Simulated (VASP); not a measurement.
Input of a VASP 6.6.1 run:

INCAR

```
SYSTEM = Al2Cu
PREC = Accurate ; ENCUT = 520
EDIFF = 1E-7 ; ISMEAR = 0
SIGMA = 0.15 ; LREAL = .FALSE.
LASPH = .TRUE. ; NELM = 100
ALGO = Fast ; ISIF = 2
LWAVE = .FALSE. ; LCHARG = .FALSE.
GGA = PS ; NBANDS = 16
```

Contents of KPOINTS:

```
Automatic mesh
0
G
  10 10 14
  0 0 0
```

POSCAR

```
Al2Cu
1.0
    3.9412606183      0.0000000000      0.0000000000
    0.0000000000      3.9412606183      0.0000000000
    0.0000000000      0.0000000000      3.0451069876
Al Cu
2 1
Direct
    0.5049764728      0.0000000000      0.5000000000
   -0.0726456654      0.5000000000      0.5000000000
    0.0287322400      0.0000000000      0.0000000000
```

Potentials or basis: VASP PAW PBE potentials, release 64 (Al, Cu).

The run is started by

```bash
$ cat potpaw_PBE.64/Al/POTCAR potpaw_PBE.64/Cu/POTCAR > POTCAR
$ mpirun -np 1 vasp_std > vasp.out
```

Task: Predict the pressure.

Result: 2.9 GPa.

Task: Estimate the largest force.

Result: 1.111 eV/Å.

Stress tensor (GPa, compression positive):
```
 7.09  0.00  0.00
 0.00  6.58  0.00
 0.00  0.00 -4.89
```

Caveat: the cell differs from its parent crystal (mode 4 frozen in at -0.297 Å, strain +e along z and -e/2 along x and y +0.0700); the PAW data sets were made with another functional, which shifts forces and pressure a little.
